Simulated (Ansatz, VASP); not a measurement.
BP: VASP beside Ansatz

```
CELL_PARAMETERS angstrom
0.00000 2.26771 2.26771
2.26771 0.00000 2.26771
2.26771 2.26771 0.00000
ATOMIC_POSITIONS crystal
B 0.00000 0.00000 0.00000
P 0.75000 0.75000 0.75000
```

Alike in both runs: task single point; functional r2SCAN; k mesh 10 × 10 × 10; occupations gaussian, width 0.05 eV; no spin polarisation.

```csv
,VASP,Ansatz
version,VASP 6.6.1,Ansatz 0.2.0
potentials or method,"VASP PAW PBE potentials, release 64 (B, P), cutoff 520 eV","scalar-relativistic, plane waves, PAW"
valence electrons in the cell,8,8
```

Ansatz gave:

```
pressure (GPa) : 0.1
```

Problem. Estimate VASP's values.

Solution. Pressure (GPa): -0.4.

VASP's potentials were made for PBE, not for r2SCAN. The functional is the same, so the differences come from potentials, cutoffs and numerics.
